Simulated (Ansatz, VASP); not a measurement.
## MnO2 in VASP and in Ansatz

```
Mn O
1.0
     1.45645    0.84088    4.67384
    -1.45645    0.84088    4.67384
     0.00000   -1.68176    4.67384
Mn O
1 2
Cartesian
  0.0000 0.0000 0.0000
  0.0000 0.0000 3.7068
  0.0000 0.0000 10.3147
```

Alike in both runs: task single point; functional PBEsol; k mesh 12 × 12 × 12; collinear spin; Hubbard terms Mn d U = 3.5 eV.

|  | VASP | Ansatz |
| --- | --- | --- |
| version | VASP 6.6.1 | Ansatz 0.2.0 |
| potentials or method | VASP PAW PBE potentials, release 64 (Mn_pv, O), cutoff 520 eV | plane waves, PAW |
| occupations | fermi-dirac, width 0.1 eV | fermi-dirac |
| valence electrons in the cell | 25 | 27 |

Ansatz gave:

| Quantity | Value |
| --- | --- |
| pressure (GPa) | -6.9 |
| traceless stress, the component that is largest in VASP (GPa) | 1.44 |
| net moment per atom (μB) | 1.00 |
| size of the moment on the site where the two differ most (μB) | 2.84 |

Q: What did VASP give for the same quantities?

A: Pressure (GPa): -6.5; traceless stress, the component that is largest in VASP (GPa): 1.55; net moment per atom (μB): 1.00; size of the moment on the site where the two differ most (μB): 3.21.

VASP's potentials were made for PBE, not for PBEsol. Site moments also hang on the region over which each program counts them. The programs project onto different local orbitals, so the same U acts differently, and such runs can settle in different states. VASP's potentials hold 25 valence electrons a cell and Ansatz's 27, so a difference there can come from the potentials and not from the codes.
